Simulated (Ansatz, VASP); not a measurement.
## HfC in VASP and in Ansatz

File INCAR:

```
SYSTEM = HfC
ALGO = Normal ; EDIFF = 1E-7
ENCUT = 520 ; GGA = PS
ISIF = 2 ; ISMEAR = -1
LASPH = .TRUE. ; LCHARG = .FALSE.
LREAL = .FALSE. ; LWAVE = .FALSE.
NBANDS = 14 ; NELM = 80
PREC = Accurate ; SIGMA = 0.05
```

KPOINTS

```
k-points
0
G
  11 11 11
  0 0 0
```

POSCAR

```
HfC
1.0
    0.0000000000      2.3250000000      2.3250000000
    2.3250000000      0.0000000000      2.3250000000
    2.3250000000      2.3250000000      0.0000000000
Hf C
1 1
Direct
    0.4250000000      0.4250000000      0.5750000000
    0.0750000000      0.0750000000     -0.0750000000
```

Input for Ansatz:

```yaml
crystal:
  lattice:
    - [0.0, 2.325, 2.325]
    - [2.325, 0.0, 2.325]
    - [2.325, 2.325, 0.0]
  atoms:
    - { symbol: Hf, position: [0.425, 0.425, 0.575] }
    - { symbol: C, position: [0.075, 0.075, -0.075] }
kpoints:
  mp_grid: { grid: [11, 11, 11] }
scf:
  occupations: { method: fermi_dirac, width: 0.05 }
hamiltonian:
  xc: pbesol
  pseudopotentials: { kind: all_electron, lapw: { basis_error: 0.001 } }
output:
  forces: true
  stress: true
  eigenvalues: true
  populations: true
```

Change from the starting cell: shortest bond scaled by 0.7, LAPW.

Alike in both runs: task single point; functional PBEsol; k mesh 11 × 11 × 11; occupations fermi-dirac, width 0.05 eV; no spin polarisation.

|  | VASP | Ansatz |
| --- | --- | --- |
| version | VASP 6.6.1 | Ansatz 0.2.0 |
| potentials or method | VASP PAW PBE potentials, release 64 (Hf_pv, C), cutoff 520 eV | all-electron LAPW, scalar-relativistic |

```csv
,VASP,Ansatz,Ansatz less VASP
pressure (GPa),56.1,53.2,-2.88
"traceless stress, the component that is largest in VASP (GPa)",128.57,122.98,-5.594
rms of the force components (eV/Å),11.180,10.700,-0.4808
```

VASP's potentials were made for PBE, not for PBEsol. Atom by atom the forces differ by 0.481 eV/Å (rms over components). Both programs put the cell under a high pressure, so it lies far from rest at this level. Ansatz ran all-electron here, and VASP with PAW potentials.

Spin-orbit coupling is off throughout.
